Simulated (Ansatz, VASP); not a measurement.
# NaCl: VASP beside Ansatz

File INCAR:

```
SYSTEM = NaCl
PREC = Accurate
ENCUT = 520
EDIFF = 1E-6
ISMEAR = 0
SIGMA = 0.02
LREAL = .FALSE.
LASPH = .TRUE.
NELM = 80
ALGO = Normal
ISIF = 2
LWAVE = .FALSE.
LCHARG = .FALSE.
GGA = PE
NBANDS = 14
```

The input KPOINTS:

```
regular mesh
0
G
  8 8 8
  0 0 0
```

File POSCAR:

```
NaCl
1.0
    0.0060882625      2.9044693400      3.0050247825
    2.9610193875     -0.0192559000      3.0303689450
    2.9228757150      2.8916698300      0.0188877725
Na Cl
1 1
Direct
    0.0627615432     -0.0364174097     -0.0462028781
    0.4372384568      0.5364174097      0.5462028781
```

Input for Ansatz:

```yaml
crystal:
  lattice:
    - [0.0060882625, 2.90446934, 3.0050247825]
    - [2.9610193875, -0.0192559, 3.030368945]
    - [2.922875715, 2.89166983, 0.0188877725]
  atoms:
    - { symbol: Na, position: [0.0627615432, -0.0364174097, -0.0462028781] }
    - { symbol: Cl, position: [0.4372384568, 0.5364174097, 0.5462028781] }
basis:
  ecutwfc: 420
kpoints:
  mp_grid: { grid: [8, 8, 8] }
hamiltonian:
  xc: pbe
scf:
  occupations: { method: gaussian, width: 0.02 }
output:
  forces: true
  stress: true
  eigenvalues: true
  populations: true
```

Change from the starting cell: all atoms moved at random, cell strained at random.

Alike in both runs: task single point; functional PBE; k mesh 8 × 8 × 8; occupations gaussian, width 0.02 eV; no spin polarisation.

|  | VASP | Ansatz |
| --- | --- | --- |
| version | VASP 6.6.1 | Ansatz 0.2.0 |
| potentials or method | VASP PAW PBE potentials, release 64 (Na_pv, Cl), cutoff 520 eV | scalar-relativistic, plane waves, PAW |
| valence electrons in the cell | 14 | 16 |

Ansatz gave:

| Property | Result |
| --- | --- |
| gap on the k mesh at the Fermi level (eV) | 4.65 |
| least direct gap on the mesh (eV) | 4.65 |
| pressure (GPa) | 0.2 |
| traceless stress, the component that is largest in VASP (GPa) | 3.93 |
| rms of the force components (eV/Å) | 0.461 |

Task: What did VASP give for the same quantities?

Result: gap on the k mesh at the Fermi level (eV): 4.65; least direct gap on the mesh (eV): 4.65; pressure (GPa): 0.2; traceless stress, the component that is largest in VASP (GPa): 3.98; rms of the force components (eV/Å): 0.468.

Atom by atom the forces differ by 0.007 eV/Å (rms over components). The functional is the same, so the differences come from potentials, cutoffs and numerics. VASP's potentials hold 14 valence electrons a cell and Ansatz's 16, so a difference there can come from the potentials and not from the codes.
